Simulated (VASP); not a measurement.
# KF (Pm-3m) in VASP: single point with r2SCAN

Aim: the single point of KF with r2SCAN.

Everything below comes from runs of VASP 6.6.1. Logs are shortened: lines on timing, memory, paths and dates and some standing lists are left out, and cuts for length are marked.

### Step 1. The cell of the first run

It takes space group Pm-3m (No. 221, cubic). Conventional cell: a = 3.259 Å, b = 3.259 Å, c = 3.259 Å, α = 90.00°, β = 90.00°, γ = 90.00°. K (site symmetry m-3m) has 8 F at 2.82 Å and 6 K at 3.26 Å within 3.7 Å. Within 3.7 Å of F (site symmetry m-3m) lie 8 K at 2.82 Å and 6 F at 3.26 Å.

### Step 2. Single point, r2SCAN

Contents of POSCAR:

```
KF
1.0
    3.2589550000      0.0000000000      0.0000000000
    0.0000000000      3.2589550000      0.0000000000
    0.0000000000      0.0000000000      3.2589550000
K F
1 1
Direct
    0.0000000000      0.0000000000      0.0000000000
    0.5000000000      0.5000000000      0.5000000000
```

Contents of INCAR.step1:

```
ALGO = Normal
EDIFF = 1E-4
ENCUT = 520
GGA = PE
ISMEAR = 0
LASPH = True
LCHARG = False
LREAL = False
LWAVE = True
NBANDS = 15
NELM = 80
PREC = Accurate
SIGMA = 0.01
```

Contents of INCAR.step2:

```
ALGO = Normal
EDIFF = 1E-7
ENCUT = 520
ISIF = 2
ISMEAR = 0
ISTART = 1
LASPH = True
LCHARG = True
LELF = True
LMIXTAU = True
LREAL = False
LVHAR = True
LWAVE = False
METAGGA = R2SCAN
NBANDS = 15
NELM = 80
PREC = Accurate
SIGMA = 0.01
```

Contents of KPOINTS:

```
k-points
0
Gamma
  6 6 6
```

Potentials or basis: VASP PAW PBE potentials, release 64 (K_sv, F).

The run is started by

```bash
> cat potpaw_PBE.64/K_sv/POTCAR potpaw_PBE.64/F/POTCAR > POTCAR
> cp INCAR.step1 INCAR
> mpirun -np 1 vasp_std > vasp.out
> cp INCAR.step2 INCAR
> mpirun -np 1 vasp_std > vasp.out
```

OUTCAR:

```text
EDIFF = 1E-7
   ENCUT = 520
   ISIF = 2
   ISMEAR = 0
   ISTART = 1
   LASPH = True
   LREAL = False
   METAGGA = R2SCAN
   NELM = 80
   PREC = Accurate

 ion  position               nearest neighbor table
   1  0.000  0.000  0.000-   2 2.82   2 2.82   2 2.82   2 2.82   2 2.82   2 2.82   2 2.82   2 2.82

   2  0.500  0.500  0.500-   1 2.82   1 2.82   1 2.82   1 2.82   1 2.82   1 2.82   1 2.82   1 2.82

  LATTYP: Found a simple cubic cell.
 ALAT       =     3.2589550000

  Lattice vectors:

 A1 = (   3.2589550000,   0.0000000000,   0.0000000000)
 A2 = (   0.0000000000,   3.2589550000,   0.0000000000)
 A3 = (   0.0000000000,   0.0000000000,   3.2589550000)

Analysis of symmetry for initial positions (statically):
=====================================================================
 Subroutine PRICEL returns:
 Original cell was already a primitive cell.

 Routine SETGRP: Setting up the symmetry group for a
 simple cubic supercell.

 Subroutine GETGRP returns: Found 48 space group operations
 (whereof 48 operations were pure point group operations)
 out of a pool of 48 trial point group operations.

The static configuration has the point symmetry O_h .

Analysis of symmetry for dynamics (positions and initial velocities):
=====================================================================
 Subroutine PRICEL returns:
 Original cell was already a primitive cell.

 Routine SETGRP: Setting up the symmetry group for a
 simple cubic supercell.

 Subroutine GETGRP returns: Found 48 space group operations
 (whereof 48 operations were pure point group operations)
 out of a pool of 48 trial point group operations.

The dynamic configuration has the point symmetry O_h .

 Subroutine INISYM returns: Found 48 space group operations
 (whereof 48 operations are pure point group operations),
 and found     1 'primitive' translations

----------------------------------------------------------------------------------------

                                     Primitive cell

  volume of cell :      34.6127

  direct lattice vectors                    reciprocal lattice vectors
     3.258955000  0.000000000  0.000000000     0.306846827  0.000000000  0.000000000
     0.000000000  3.258955000  0.000000000     0.000000000  0.306846827  0.000000000
     0.000000000  0.000000000  3.258955000     0.000000000  0.000000000  0.306846827

  length of vectors
     3.258955000  3.258955000  3.258955000     0.306846827  0.306846827  0.306846827

  position of ions in fractional coordinates (direct lattice)
     0.000000000  0.000000000  0.000000000
     0.500000000  0.500000000  0.500000000

  ion indices of the primitive-cell ions
   primitive index   ion index
                 1           1
                 2           2

----------------------------------------------------------------------------------------

 KPOINTS: k-points

Automatic generation of k-mesh.
 Grid dimensions read from file:
 generate k-points for:    6    6    6

 Generating k-lattice:

  Cartesian coordinates                     Fractional coordinates (reciprocal lattice)
     0.051141138  0.000000000  0.000000000     0.166666667  0.000000000  0.000000000
     0.000000000  0.051141138  0.000000000     0.000000000  0.166666667  0.000000000
     0.000000000  0.000000000  0.051141138     0.000000000  0.000000000  0.166666667

  Length of vectors
     0.051141138  0.051141138  0.051141138

  Shift w.r.t. Gamma in fractional coordinates (k-lattice)
     0.000000000  0.000000000  0.000000000

 Subroutine IBZKPT returns following result:
 ===========================================

 Found     20 irreducible k-points:

 Following reciprocal coordinates:
            Coordinates               Weight
  0.000000  0.000000  0.000000      1.000000
  0.166667  0.000000  0.000000      6.000000
  0.333333  0.000000  0.000000      6.000000
  0.500000  0.000000  0.000000      3.000000
  0.166667  0.166667  0.000000     12.000000
  0.333333  0.166667  0.000000     24.000000
[... 12 lines left out ...]
  0.500000  0.500000  0.333333      6.000000
  0.500000  0.500000  0.500000      1.000000
   k-points           NKPTS =     20   k-points in BZ     NKDIM =     20   number of bands    NBANDS=     15
   number of dos      NEDOS =    301   number of ions     NIONS =      2
   total plane-waves  NPLWV =  13824
   dimension x,y,z NGX =    24 NGY =   24 NGZ =   24
   dimension x,y,z NGXF=    48 NGYF=   48 NGZF=   48
   ions per type =               1   1
   NGX,Y,Z   is equivalent  to a cutoff of  12.24, 12.24, 12.24 a.u.
   NGXF,Y,Z  is equivalent  to a cutoff of  24.49, 24.49, 24.49 a.u.
 SYSTEM =  unknown system
   PREC   = accura    normal or accurate (medium, high low for compatibility)
   ISTART =      1    job   : 0-new  1-cont  2-samecut
   ICHARG =      0    charge: 1-file 2-atom 10-const
   ISPIN  =      1    spin polarized calculation?
   LNONCOLLINEAR =      F non collinear calculations
   LSORBIT =      F    spin-orbit coupling
   LASPH  =      T    aspherical Exc in radial PAW
   ENCUT  =  520.0 eV  38.22 Ry    6.18 a.u.   6.06  6.06  6.06*2*pi/ulx,y,z
   NELM   =     80;   NELMIN=  2; NELMDL=  0     # of ELM steps
   EDIFF  = 0.1E-06   stopping-criterion for ELM
   LREAL  =      F    real-space projection
   EDIFFG = 0.1E-05   stopping-criterion for IOM
   NSW    =      0    number of steps for IOM
   IBRION =     -1    ionic relax: 0-MD 1-quasi-New 2-CG
   NFREE  =      0    steps in history (QN), initial steepest desc. (CG)
   ISIF   =      2    stress and relaxation
   ISYM   =      2    0-nonsym 1-usesym 2-fastsym
   POTIM  = 0.5000    time-step for ionic-motion
   TEBEG  =    0.0;   TEEND  =   0.0 temperature during run
   PSTRESS=    0.0 pullay stress
   NELECT =      16.0000    total number of electrons
   NUPDOWN=      -1.0000    fix difference up-down
   EMIN   =  10.00;   EMAX   =-10.00  energy-range for DOS
   EFERMI =   0.00;   METHOD = LEGACY
   ISMEAR =     0;   SIGMA  =   0.01  broadening in eV -4-tet -1-fermi 0-gaus
   EFERMI_NEDOS =   21; number of points for ismear=-14 and -15
   IALGO  =     38    algorithm
   IMIX   =      4    mixing-type and parameters
     AMIX     =   0.40;   BMIX     =  1.00
     AMIX_MAG =   1.60;   BMIX_MAG =  1.00
  volume/ion in A,a.u.               =      17.31       116.79
  Fermi-wavevector in a.u.,A,eV,Ry     =   1.265814  2.392041 21.800402  1.602284
  Thomas-Fermi vector in A             =   2.399047
   LORBIT       =      0    0 simple, 1 ext, 2 COOP (PROOUT), +10 PAW based schemes
   METAGGA = R2SCAN    functional components
   LHFCALC =     F    Hartree Fock is set to
   AEXX    =    0.0000 exact exchange contribution
   IVDW    =     0    specifies the selected vdW correction
   LEPSILON=     F    determine dielectric tensor
   LRPA    =     F    only Hartree local field effects (RPA)
 non-spin polarized calculation
 Gauss-broadening in eV      SIGMA  =   0.01
  energy-cutoff  :      520.00
  volume of cell :       34.61
 maximum number of plane-waves:       952
   NGX = 13   NGY = 13   NGZ = 13

 number of electron      15.9999992 magnetization

 Free energy of the ion-electron system (eV)
  ---------------------------------------------------
  ext. energy  EPLUGINS =         0.00000000
  ---------------------------------------------------
  free energy    TOTEN  =       -14.84092082 eV

  energy without entropy =      -14.84092082  energy(sigma->0) =      -14.84092082

 E-fermi :  -2.4289     XC(G=0):  -9.5023

 val. band max:       -2.5791686710   @ k =   0.5000   0.5000   0.0000
 cond. band min:       4.5721000398   @ k =   0.0000   0.0000   0.0000
 fundamental gap:      7.1512687108
 Fermi energy:        -2.4289190634

 k-point     1 :       0.0000    0.0000    0.0000
  band No.  band energies     occupation
      1     -30.6089      2.00000
      2     -22.6093      2.00000
      3     -12.8761      2.00000
      4     -12.8761      2.00000
      5     -12.8761      2.00000
      6      -2.6279      2.00000
      7      -2.6279      2.00000
      8      -2.6279      2.00000
      9       4.5721      0.00000
     10       6.4293      0.00000
     11       6.4293      0.00000
     12      12.1798      0.00000
     13      12.1798      0.00000
     14      12.1798      0.00000
     15      19.7500      0.00000

 k-point     2 :       0.1667    0.0000    0.0000
  band No.  band energies     occupation
      1     -30.5783      2.00000
      2     -22.6152      2.00000
      3     -13.0554      2.00000
      4     -12.8493      2.00000
      5     -12.8493      2.00000
      6      -2.9500      2.00000
      7      -2.6536      2.00000
      8      -2.6536      2.00000
      9       5.2797      0.00000
     10       6.6422      0.00000
     11       7.0582      0.00000
     12      11.7374      0.00000
     13      11.7374      0.00000
     14      12.2613      0.00000
     15      17.8725      0.00000

 k-point     3 :       0.3333    0.0000    0.0000
  band No.  band energies     occupation
      1     -30.5159      2.00000
      2     -22.6281      2.00000
      3     -13.3924      2.00000
      4     -12.7948      2.00000
      5     -12.7948      2.00000
      6      -3.5101      2.00000
      7      -2.7072      2.00000
      8      -2.7072      2.00000
      9       6.7728      0.00000
     10       7.1403      0.00000
     11       8.4711      0.00000
     12      11.0270      0.00000
     13      11.0270      0.00000
     14      12.4318      0.00000
     15      15.9198      0.00000
[... 271 lines left out ...]
 k-point    19 :       0.5000    0.5000    0.3333
  band No.  band energies     occupation
      1     -30.3106      2.00000
      2     -22.4719      2.00000
      3     -13.4990      2.00000
      4     -13.4990      2.00000
      5     -13.2682      2.00000
      6      -3.4898      2.00000
      7      -3.4898      2.00000
      8      -3.3636      2.00000
      9       8.1870      0.00000
     10       8.9520      0.00000
     11       8.9520      0.00000
     12      10.6364      0.00000
     13      13.6467      0.00000
     14      13.6467      0.00000
     15      13.7986      0.00000

 k-point    20 :       0.5000    0.5000    0.5000
  band No.  band energies     occupation
      1     -30.2864      2.00000
      2     -22.4527      2.00000
      3     -13.4497      2.00000
      4     -13.4497      2.00000
      5     -13.4497      2.00000
      6      -3.5932      2.00000
      7      -3.5932      2.00000
      8      -3.5932      2.00000
      9       8.6933      0.00000
     10       8.6933      0.00000
     11       8.6933      0.00000
     12      13.7760      0.00000
     13      13.7760      0.00000
     14      13.7760      0.00000
     15      13.8394      0.00000

------------------------ aborting loop because EDIFF is reached ----------------------------------------

  FORCE on cell =-STRESS in cart. coord.  units (eV):
  Direction    XX          YY          ZZ          XY          YZ          ZX
  --------------------------------------------------------------------------------------
  -------------------------------------------------------------------------------------
  Total       -0.5829487     -0.5829487     -0.5829487      0.0000000     -0.0000000      0.0000000
  in kB      -26.9839686    -26.9839686    -26.9839686      0.0000000     -0.0000000      0.0000000
  external PRESSURE =     -26.9839686 kB  Pullay stress =       0.0000000 kB

 VOLUME and BASIS-vectors are now :
 -----------------------------------------------------------------------------
  energy-cutoff  :      520.00
  volume of cell :       34.61
      direct lattice vectors                 reciprocal lattice vectors
     3.258955000  0.000000000  0.000000000     0.306846827  0.000000000  0.000000000
     0.000000000  3.258955000  0.000000000     0.000000000  0.306846827  0.000000000
     0.000000000  0.000000000  3.258955000     0.000000000  0.000000000  0.306846827

 POSITION                                       TOTAL-FORCE (eV/Angst)
 -----------------------------------------------------------------------------------
      0.00000      0.00000      0.00000         0.000000      0.000000      0.000000
      1.62948      1.62948      1.62948         0.000000      0.000000      0.000000
 -----------------------------------------------------------------------------------
    total drift:                                0.000000      0.000000     -0.000000

  FREE ENERGIE OF THE ION-ELECTRON SYSTEM (eV)
  ---------------------------------------------------
  free  energy   TOTEN  =       -14.8409208248 eV

  energy  without entropy=      -14.8409208248  energy(sigma->0) =      -14.84092082
```

Wall time 14 s (1 thread of Intel Xeon 6975P-C (Granite Rapids), shared host); peak memory 0.14 GiB.

What came out:

* Free energy: -14.8409 eV
* Pressure: -2.7 GPa
* Band gap on the k mesh: 7.15 eV, indirect (least direct gap 7.20 eV)

Levels at points of the mesh, in eV from the valence-band top:
| k point | band 5 | band 6 | band 7 | band 8 | band 9 | band 10 | band 11 | band 12 |
| --- | --- | --- | --- | --- | --- | --- | --- | --- |
| (0.00, 0.00, 0.00) | -10.30 | -0.05 | -0.05 | -0.05 | 7.15 | 9.01 | 9.01 | 14.76 |
| (0.50, 0.00, 0.00) | -10.19 | -1.18 | -0.16 | -0.16 | 10.02 | 10.22 | 11.84 | 13.31 |
| (0.50, 0.50, 0.00) | -10.11 | -0.61 | -0.61 | 0.00 | 9.27 | 9.79 | 12.75 | 12.75 |
| (0.50, 0.50, 0.50) | -10.87 | -1.01 | -1.01 | -1.01 | 11.27 | 11.27 | 11.27 | 16.36 |

Caveat: the PAW data sets were made with another functional, which shifts forces and pressure a little.
